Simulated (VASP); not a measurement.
Input of a VASP 6.6.1 run:

File INCAR:

```
SYSTEM = Be7Br
PREC = Accurate
ENCUT = 600
EDIFF = 1E-6
ISMEAR = 0
SIGMA = 0.1
LREAL = .False.
LASPH = .True.
NELM = 80
ALGO = Normal
ISIF = 3
LWAVE = .False.
LCHARG = .False.
GGA = PE
IBRION = 2
NSW = 100
EDIFFG = -0.01
```

The input KPOINTS:

```
regular mesh
0
Gamma
  10 10 10
  0 0 0
```

Contents of POSCAR:

```
Be7Br
1.0
   -2.7919815400      2.7919815400      2.7919815400
    2.7919815400     -2.7919815400      2.7919815400
    2.7919815400      2.7919815400     -2.7919815400
Be Br
7 1
Direct
    0.0000000000      0.5000000000      0.5000000000
    0.5000000000      0.5000000000      0.0000000000
    0.5000000000      0.0000000000      0.5000000000
    0.0000000000      0.0000000000      0.5000000000
    0.0000000000      0.5000000000      0.0000000000
    0.5000000000      0.0000000000      0.0000000000
    0.5000000000      0.5000000000      0.5000000000
    0.0000000000      0.0000000000      0.0000000000
```

Potentials or basis: VASP PAW PBE potentials, release 64 (Be, Br).

Run with:

```console
$ cat potpaw_PBE.64/Be/POTCAR potpaw_PBE.64/Br/POTCAR > POTCAR
$ mpirun -np 1 vasp_std > vasp.out
```

Task: What does it give for the relaxed volume?

Result: 10.75 Å³/atom.

Task: What does it give for the space group after relaxing (to 0.1 Å)?

Result: Im-3m (No. 229).

Task: What does it give for the relaxed cell?

Result: a = 4.816 Å, b = 4.816 Å, c = 4.816 Å, α = 109.47°, β = 109.47°, γ = 109.47°.

Final structure:
```
CELL_PARAMETERS angstrom
-2.78050 2.78050 2.78050
2.78050 -2.78050 2.78050
2.78050 2.78050 -2.78050
ATOMIC_POSITIONS crystal
Be 0.00000 0.50000 0.50000
Be 0.50000 0.50000 0.00000
Be 0.50000 0.00000 0.50000
Be 0.00000 0.00000 0.50000
Be 0.00000 0.50000 0.00000
Be 0.50000 0.00000 0.00000
Be 0.50000 0.50000 0.50000
Br 0.00000 0.00000 0.00000
```

Caveat: an odd number of electrons without spin polarisation forces a metal; a magnetic or distorted state may lie lower.
